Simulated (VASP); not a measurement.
The system is Tl3S.

```
Tl S
1.0
    -2.35097    2.35097    5.14280
     2.35097   -2.35097    5.14280
     2.35097    2.35097   -5.14280
Tl S
3 1
Direct
  0.50000 0.50000 0.00000
  0.25000 0.75000 0.50000
  0.75000 0.25000 0.50000
  0.00000 0.00000 0.00000
```

Base run:

- Program: VASP 6.6.1
- Functional: r2SCAN
- Potentials or basis: VASP PAW PBE potentials, release 64 (Tl_d, S)
- Cutoff: 520 eV
- k mesh: 7 × 7 × 7
- Occupations: methfessel-paxton, width 0.1 eV
- Spin: no spin polarisation

Its results: band gap on the k mesh zero (an odd number of electrons rules out a gap without spin polarisation); pressure -1.0 GPa.

Q: The run is repeated on the same cell with these changes: functional from r2SCAN to PBEsol; occupations from methfessel-paxton, width 0.1 eV to fermi-dirac, width 0.005 eV. What comes out?

A: Band gap on the k mesh zero (an odd number of electrons rules out a gap without spin polarisation); pressure -2.9 GPa.

Caveats: the PAW data sets were made with another functional, which shifts forces and pressure a little; spin-orbit coupling is left out, which moves the levels of the heavy elements.
